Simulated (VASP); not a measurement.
# SnS2: relaxation of cell and atoms with revPBE+D3(BJ)

Crystal: SnS2.

```
CELL_PARAMETERS angstrom
3.63900 0.00000 0.00000
-1.81950 3.15147 0.00000
0.00000 0.00000 5.86800
ATOMIC_POSITIONS crystal
Sn 0.00000 0.00000 0.00000
S 0.33333 0.66667 0.25000
S 0.66667 0.33333 0.75000
```

| Property | Result |
| --- | --- |
| Program | VASP 6.6.1 |
| Task | relaxation of cell and atoms |
| Functional | revPBE |
| Dispersion | D3(BJ) |
| Potentials or basis | VASP PAW PBE potentials, release 64 (Sn_d, S) |
| Cutoff | 500 eV |
| k mesh | 12 × 12 × 4 |
| Occupations | gaussian, width 0.01 eV |
| Spin | no spin polarisation |
| Dipole correction | no |
| Further INCAR settings | ALGO = Normal; EDIFF = 1e-07; IBRION = 2; EDIFFG = -0.02; NSW = 80; ISIF = 3 |

```json
{
  "Relaxed volume": "21.62 Å³/atom",
  "Relaxed cell": "a = 3.652 Å, b = 3.652 Å, c = 5.616 Å, α = 90.00°, β = 90.00°, γ = 120.00°",
  "Space group after relaxing (to 0.1 Å)": "P-3m1 (No. 164)",
  "Energy gained by relaxing": "6.9 meV/atom",
  "Ionic steps": "11",
  "Pressure after relaxing": "0.0 GPa",
  "Band gap on the k mesh": "1.20 eV (least direct gap 1.71 eV)",
  "Dispersion energy per atom": "-0.668 eV"
}
```

Forces in eV/Å, atoms in the order of the input:
```
Sn   0.000  0.000  0.000
S    0.000  0.000  0.002
S    0.000  0.000 -0.002
```

Step by step:
```tsv
step	energy change (eV)	largest force (eV/Å)	pressure (GPa)	volume (Å³)
1	0.0000	0.2866	0.62	67.30
2	-0.0034	0.0175	-1.02	68.14
3	-0.0040	0.0939	-0.56	67.89
4	-0.0077	0.0781	-0.47	67.45
5	-0.0159	0.0292	-0.14	66.12
6	-0.0155	0.0775	0.85	63.50
7	-0.0189	0.0065	0.28	64.95
8	-0.0201	0.0579	-0.46	65.10
9	-0.0204	0.0420	-0.24	65.06
10	-0.0199	0.0784	0.40	64.54
11	-0.0207	0.0023	-0.01	64.87
```

Final structure:
```
CELL_PARAMETERS angstrom
3.65211 0.00000 0.00000
-1.82605 3.16282 0.00000
0.00000 0.00000 5.61569
ATOMIC_POSITIONS crystal
Sn 0.00000 0.00000 0.00000
S 0.33333 0.66667 0.26316
S 0.66667 0.33333 0.73684
```

Levels at points of the mesh, in eV from the valence-band top:
| k point | band 10 | band 11 | band 12 | band 13 | band 14 | band 15 | band 16 | band 17 |
| --- | --- | --- | --- | --- | --- | --- | --- | --- |
| (0.00, 0.00, 0.00) | -0.90 | -0.73 | -0.73 | -0.01 | 1.70 | 3.42 | 5.26 | 5.26 |
| (0.50, 0.00, 0.00) | -3.22 | -2.87 | -1.52 | -0.49 | 1.63 | 4.25 | 5.55 | 5.66 |
| (0.00, 0.00, 0.50) | -1.06 | -1.06 | -0.48 | -0.48 | 3.05 | 3.53 | 4.84 | 4.84 |
| (0.50, 0.00, 0.50) | -2.58 | -1.94 | -1.07 | -1.06 | 1.36 | 4.48 | 5.27 | 6.32 |

It took 3.8 min on 1 thread of Intel(R) Xeon(R) 6975P-C (Granite Rapids) (shared host), peak memory 0.25 GiB.

Caveat: the PAW data sets were made with another functional, which shifts forces and pressure a little; spin-orbit coupling is left out, which moves the levels of the heavy elements. A k mesh can miss the band edges.
